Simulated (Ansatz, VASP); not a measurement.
**ZnSe: VASP beside Ansatz**

```
Zn Se
1.0
     0.00000    2.81660    2.81660
     2.81660    0.00000    2.81660
     2.81660    2.81660    0.00000
Zn Se
1 1
Direct
  0.00000 0.00000 0.00000
  0.75000 0.75000 0.75000
```

Alike in both runs: task single point; functional PBEsol; k mesh 8 × 8 × 8; occupations gaussian, width 0.01 eV; no spin polarisation.

```csv
,VASP,Ansatz
version,VASP 6.6.1,Ansatz 0.2.0
potentials or method,"VASP PAW PBE potentials, release 64 (Zn, Se), cutoff 520 eV","scalar-relativistic, plane waves, PAW"
valence electrons in the cell,18,28
```

|  | VASP | Ansatz | Ansatz less VASP |
| --- | --- | --- | --- |
| gap on the k mesh at the Fermi level (eV) | 1.24 | 1.24 | -0.004 |
| least direct gap on the mesh (eV) | 1.24 | 1.24 | -0.004 |

VASP's potentials were made for PBE, not for PBEsol. The functional is the same, so the differences come from potentials, cutoffs and numerics. VASP's potentials hold 18 valence electrons a cell and Ansatz's 28, so a difference there can come from the potentials and not from the codes.
